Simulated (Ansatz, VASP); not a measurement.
**PbO: VASP beside Ansatz**

File INCAR:

```
SYSTEM = PbO
PREC = Accurate ; ENCUT = 520
EDIFF = 1E-6 ; ISMEAR = -1
SIGMA = 0.05 ; LREAL = .False.
LASPH = .True. ; NELM = 60
ALGO = Normal ; ISIF = 2
LWAVE = .False. ; LCHARG = .False.
GGA = PS ; NBANDS = 28
```

File KPOINTS:

```
regular mesh
0
Gamma
  7 7 6
  0 0 0
```

File POSCAR:

```
PbO
1.0
    3.9900000000      0.0000000000      0.0000000000
    0.0000000000      3.9900000000      0.0000000000
    0.0000000000      0.0000000000      5.0100000000
Pb O
2 2
Direct
    0.5025100000      0.0002860000      0.7640710000
   -0.0105290000      0.5078170000      0.2474320000
    0.4947560000      0.5065610000     -0.0022200000
   -0.0062690000      0.0124200000      0.0082440000
```

File input.yaml:

```yaml
crystal:
  lattice:
    - [3.99, 0.0, 0.0]
    - [0.0, 3.99, 0.0]
    - [0.0, 0.0, 5.01]
  atoms:
    - { symbol: Pb, position: [0.50251, 0.000286, 0.764071] }
    - { symbol: Pb, position: [-0.010529, 0.507817, 0.247432] }
    - { symbol: O, position: [0.494756, 0.506561, -0.00222] }
    - { symbol: O, position: [-0.006269, 0.01242, 0.008244] }
kpoints:
  mp_grid: { grid: [7, 7, 6] }
scf:
  occupations: { method: fermi_dirac, width: 0.05 }
hamiltonian:
  xc: pbesol
  pseudopotentials: { kind: all_electron, lapw: { basis_error: 0.001 } }
output:
  forces: true
  stress: true
  eigenvalues: true
  populations: true
```

Change from the starting cell: atoms moved at random, drawn with an rms of 0.05 Å.

Alike in both runs: task single point; functional PBEsol; k mesh 7 × 7 × 6; occupations fermi-dirac, width 0.05 eV; no spin polarisation.

|  | VASP | Ansatz |
| --- | --- | --- |
| version | VASP 6.6.1 | Ansatz 0.2.0 |
| potentials or method | VASP PAW PBE potentials, release 64 (Pb_d, O), cutoff 520 eV | all-electron LAPW, scalar-relativistic |

```tsv
	VASP	Ansatz	Ansatz less VASP
gap on the k mesh at the Fermi level (eV)	1.32	1.31	-0.008
least direct gap on the mesh (eV)	2.25	2.25	-0.001
pressure (GPa)	-1.2	-1.2	-0.04
traceless stress, the component that is largest in VASP (GPa)	0.90	0.88	-0.020
rms of the force components (eV/Å)	0.208	0.220	+0.0113
```

VASP's potentials were made for PBE, not for PBEsol. Atom by atom the forces differ by 0.016 eV/Å (rms over components). Ansatz ran all-electron here, and VASP with PAW potentials.

Spin-orbit coupling is off throughout.
